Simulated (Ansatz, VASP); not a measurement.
# Ti3O in VASP and in Ansatz

```
Ti O
1.0
     5.12685    0.00000    0.00000
    -2.56342    4.43998    0.00000
     0.00000    0.00000    4.91119
Ti O
6 2
Direct
  0.00000 0.67029 0.75000
  0.00000 0.32971 0.25000
  0.67029 0.00000 0.75000
  0.67029 0.67029 0.25000
  0.32971 0.32971 0.75000
  0.32971 0.00000 0.25000
  0.00000 0.00000 0.50000
  0.00000 0.00000 0.00000
```

Alike in both runs: task single point; functional r2SCAN; k mesh 6 × 6 × 4; occupations gaussian, width 0.1 eV; collinear spin.

|  | VASP | Ansatz |
| --- | --- | --- |
| version | VASP 6.6.1 | Ansatz 0.2.0 |
| potentials or method | VASP PAW PBE potentials, release 64 (Ti_sv, O), cutoff 520 eV | scalar-relativistic, plane waves, PAW |
| valence electrons in the cell | 84 | 84 |

Ansatz gave:

| Property | Result |
| --- | --- |
| gap on the k mesh at the Fermi level (eV) | none |
| pressure (GPa) | -2.3 |
| traceless stress, the component that is largest in VASP (GPa) | -0.91 |
| rms of the force components (eV/Å) | 0.120 |
| net moment per atom (μB) | 0.00 |

What did VASP give for the same quantities?

gap on the k mesh at the Fermi level (eV): none; pressure (GPa): -1.4; traceless stress, the component that is largest in VASP (GPa): -0.91; rms of the force components (eV/Å): 0.066; net moment per atom (μB): 0.00.

VASP's potentials were made for PBE, not for r2SCAN. Atom by atom the forces differ by 0.054 eV/Å (rms over components). A gap of «none» marks a metal or a gap that the smearing closes. The functional is the same, so the differences come from potentials, cutoffs and numerics. Ansatz's warnings: seeded moment not kept, stability check not made.
